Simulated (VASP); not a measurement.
RbAg2, 3 atoms in the cell. It takes space group P4/mmm (No. 123, tetragonal). The conventional cell has a = 4.197 Å, b = 4.197 Å, c = 5.063 Å, α = 90.00°, β = 90.00°, γ = 90.00°. Rb (site symmetry 4/mmm) has 8 Ag at 3.24 Å and 4 Rb at 4.20 Å within 4.3 Å. Within 3.3 Å of Ag (site symmetry 4mm) lie 2 Ag at 2.48 to 2.59 Å and 4 Rb at 3.24 Å. The cell was built from a structure type or drawn by symmetry, and may not be a known phase.

| Property | Result |
| --- | --- |
| Program | VASP 6.6.1 |
| Task | single point |
| Functional | PBE |
| Potentials or basis | VASP PAW PBE potentials, release 64 (Rb_sv, Ag) |
| Cutoff | 520 eV |
| k mesh | 4 × 4 × 4 |
| Occupations | gaussian, width 0.1 eV |
| Spin | no spin polarisation |
| Dipole correction | no |
| Further INCAR settings | ALGO = Normal; EDIFF = 1e-07; NBANDS = 22 |

Potentials or basis: VASP PAW PBE potentials, release 64 (Rb_sv, Ag).

Command:

```bash
$ cat potpaw_PBE.64/Rb_sv/POTCAR potpaw_PBE.64/Ag/POTCAR > POTCAR
$ mpirun -np 1 vasp_std > vasp.out
```

Hardware: 1 thread of Intel(R) Xeon(R) Platinum 8259CL CPU @ 2.50GHz (Skylake/Cascade Lake) (shared host).

Task: How long does it take, and how much memory?

Result: It took 46 s on 1 thread of Intel(R) Xeon(R) Platinum 8259CL CPU @ 2.50GHz (Skylake/Cascade Lake), with other jobs on the host, peak memory 0.2 GiB. Counts: scf iterations 15, k points 18.
